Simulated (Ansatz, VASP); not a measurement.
# HfC: VASP beside Ansatz

File POSCAR:

```
HfC
1.0
    3.3428660531      0.0000000000      0.0000000000
   -1.6714330265      2.8950069234      0.0000000000
    0.0000000000      0.0000000000      5.2027140000
Hf C
2 2
Direct
    0.3333333333      0.6666666667      0.2500000000
    0.6666666667      0.3333333333      0.7500000000
    0.0000000000      0.0000000000      0.5000000000
    0.0000000000      0.0000000000      0.0000000000
```

File INCAR.step1:

```
SYSTEM = HfC
PREC     = Accurate       ! precision mode
ENCUT    = 520            ! plane-wave cutoff, eV
EDIFF    = 1E-5           ! SCF threshold, eV
ISMEAR   = -1             ! smearing method
SIGMA    = 0.05           ! smearing width, eV
LREAL    = .FALSE.        ! projectors in reciprocal space
LASPH    = .TRUE.         ! aspherical terms in the spheres
NELM     = 60             ! most SCF steps
ALGO     = Normal         ! electronic algorithm
ISIF     = 2              ! what is computed and relaxed
LWAVE    = .TRUE.         ! write WAVECAR
LCHARG   = .FALSE.        ! write CHGCAR
GGA      = PE             ! functional
NBANDS   = 22             ! bands
```

File INCAR.step2:

```
SYSTEM = HfC
PREC     = Accurate       ! precision mode
ENCUT    = 520            ! plane-wave cutoff, eV
EDIFF    = 1E-6           ! SCF threshold, eV
ISMEAR   = -1             ! smearing method
SIGMA    = 0.05           ! smearing width, eV
LREAL    = .FALSE.        ! projectors in reciprocal space
LASPH    = .TRUE.         ! aspherical terms in the spheres
NELM     = 60             ! most SCF steps
ALGO     = Normal         ! electronic algorithm
ISIF     = 2              ! what is computed and relaxed
LWAVE    = .FALSE.        ! write WAVECAR
LCHARG   = .FALSE.        ! write CHGCAR
GGA      = PE             ! functional
LHFCALC  = .TRUE.         ! exact exchange
AEXX     = 0.3            ! exact-exchange fraction
HFSCREEN = 0.2            ! screening, 1/A
PRECFOCK = Normal       
ISTART   = 1            
NBANDS   = 22             ! bands
```

File KPOINTS:

```
regular mesh
0
G
  5 5 3
  0 0 0
```

Contents of input.yaml:

```yaml
crystal:
  lattice:
    - [3.3428660531, 0.0, 0.0]
    - [-1.6714330265, 2.8950069234, 0.0]
    - [0.0, 0.0, 5.202714]
  atoms:
    - { symbol: Hf, position: [0.3333333333, 0.6666666667, 0.25] }
    - { symbol: Hf, position: [0.6666666667, 0.3333333333, 0.75] }
    - { symbol: C, position: [0.0, 0.0, 0.5] }
    - { symbol: C, position: [0.0, 0.0, 0.0] }
hamiltonian:
  xc: { exchange: pbe, correlation: pbe, exx: { coeff: 0.3, omega: 0.2 } }
  pseudopotentials: { kind: paw }
kpoints:
  mp_grid: { grid: [5, 5, 3] }
scf:
  occupations: { method: fermi_dirac, width: 0.05 }
output:
  forces: true
  stress: true
  eigenvalues: true
```

Alike in both runs: task single point; functional PBE-based screened hybrid; k mesh 5 × 5 × 3; occupations fermi-dirac, width 0.05 eV; no spin polarisation.

|  | VASP | Ansatz |
| --- | --- | --- |
| version | VASP 6.6.1 | Ansatz 0.2.0 |
| potentials or method | VASP PAW PBE potentials, release 64 (Hf_pv, C) | Ansatz PAW |
| plane-wave cutoff (eV) | 520 | 420 |
| valence electrons in the cell | 28 | 60 |

Ansatz gave:

```
gap on the k mesh at the Fermi level (eV)                     : none
pressure (GPa)                                                : -3.8
traceless stress, the component that is largest in VASP (GPa) : 2.71
```

**Question.** Which values does VASP return?

**Answer.** gap on the k mesh at the Fermi level (eV): none; pressure (GPa): -7.1; traceless stress, the component that is largest in VASP (GPa): 2.64.

VASP's potentials were made for PBE, not for PBE-based screened hybrid. A gap of «none» marks a metal or a gap that the smearing closes. VASP's potentials hold 28 valence electrons a cell and Ansatz's 60, so a difference there can come from the potentials and not from the codes.

The k mesh is coarse, so the values compare programs but aren't converged. Spin-orbit coupling is off throughout.
